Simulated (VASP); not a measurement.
Input of a VASP 6.6.1 run:

INCAR

```
PREC = Accurate
ENCUT = 600
EDIFF = 1E-6
ISMEAR = 0
SIGMA = 0.1
LREAL = False
LASPH = True
NELM = 60
ALGO = Normal
ISIF = 3
LWAVE = False
LCHARG = False
GGA = PE
IBRION = 2
NSW = 90
EDIFFG = -0.04
```

KPOINTS

```
Automatic mesh
0
Gamma
  4 4 4
```

The input POSCAR:

```
SiO2
1.0
    4.3194676920      0.0000000000      0.0000000000
    0.0000000000      4.3194676920      0.0000000000
    0.0000000000      0.0000000000      4.3194676920
Si O
2 4
Direct
    0.0000000000      0.0000000000      0.0000000000
    0.5000000000      0.5000000000      0.5000000000
    0.2500000000      0.2500000000      0.2500000000
    0.2500000000      0.7500000000      0.7500000000
    0.7500000000      0.7500000000      0.2500000000
    0.7500000000      0.2500000000      0.7500000000
```

Potentials or basis: VASP PAW PBE potentials, release 64 (Si, O).

Command:

```sh
$ cat potpaw_PBE.64/Si/POTCAR potpaw_PBE.64/O/POTCAR > POTCAR
$ mpirun -np 1 vasp_std > vasp.out
```

(1) What does it give for the space group after relaxing (to 0.1 Å)?

(2) Predict the band gap on the k mesh.

## Answers

(1) Pn-3m (No. 224).

(2) 4.52 eV (least direct gap 5.09 eV).
